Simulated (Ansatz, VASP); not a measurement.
**Al3Pt: VASP beside Ansatz**

```
Al Pt
1.0
     5.08820    0.00000    0.00000
     0.00000    5.08820    0.00000
     0.00000    0.00000    2.73656
Al Pt
3 1
Cartesian
  0.0000 2.5441 -0.0001
  2.5441 0.0000 2.7367
  2.5441 2.5441 1.3683
  0.0000 0.0000 0.0000
```

Alike in both runs: functional PBE; k mesh 4 × 4 × 4; occupations gaussian, width 0.1 eV; no spin polarisation.

Ansatz relaxed the structure, and its values are those at the end. VASP's run is a single point on that final structure, the one shown.

|  | VASP | Ansatz |
| --- | --- | --- |
| version | VASP 6.6.1 | Ansatz 0.2.0 |
| potentials or method | VASP PAW PBE potentials, release 64 (Al, Pt), cutoff 520 eV | scalar-relativistic, plane waves, PAW |
| valence electrons in the cell | 19 | 27 |

```csv
,VASP,Ansatz,Ansatz less VASP
gap on the k mesh at the Fermi level (eV),none,none,-
pressure (GPa),0.0,0.0,+0.01
```

A gap of «none» marks a metal or a gap that the smearing closes. The functional is the same, so the differences come from potentials, cutoffs and numerics. VASP's potentials hold 19 valence electrons a cell and Ansatz's 27, so a difference there can come from the potentials and not from the codes.

The k mesh is coarse, so the values compare programs but aren't converged. Spin-orbit coupling is off throughout.
